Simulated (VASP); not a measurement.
Runs of VASP 6.6.1 on Ge. The structure is that of space group Imma (No. 74), or close to it. The cells are those of the table. 

```tsv
cell	gap on the mesh (eV)	pressure (GPa)	largest force (eV/Å)
a = 3.872 Å, angles 101.2, 95.2, 135.7°, 2 atoms	none	-1.4	0.05
a = 3.965 Å, angles 100.6, 94.5, 137.5°, 2 atoms	none	-4.5	0.05
a = 3.922 Å, angles 101.0, 95.0, 136.3°, 2 atoms	none	-3.5	0.05
a = 3.880 Å, angles 101.4, 95.4, 135.1°, 2 atoms	none	-2.3	(a)
a = 3.950 Å, angles 100.2, 94.1, 138.7°, 2 atoms	none	(b)	0.05
```

Alike in all rows: task single point; level PBEsol; potentials or basis VASP PAW PBE potentials, release 64 (Ge_d); no spin polarisation; k mesh 20 × 20 × 20; cutoff (eV) 520; smearing gaussian 0.15 eV.

Question: Fill in the values left out.

Answer: (a) 0.06; (b) -2.5.

Caveats: the PAW data sets were made with another functional, which shifts forces and pressure a little.

A k mesh can miss the band edges, and the runs leave out spin-orbit coupling on Ge.

A gap of «none» marks levels without a gap at the run's occupations.
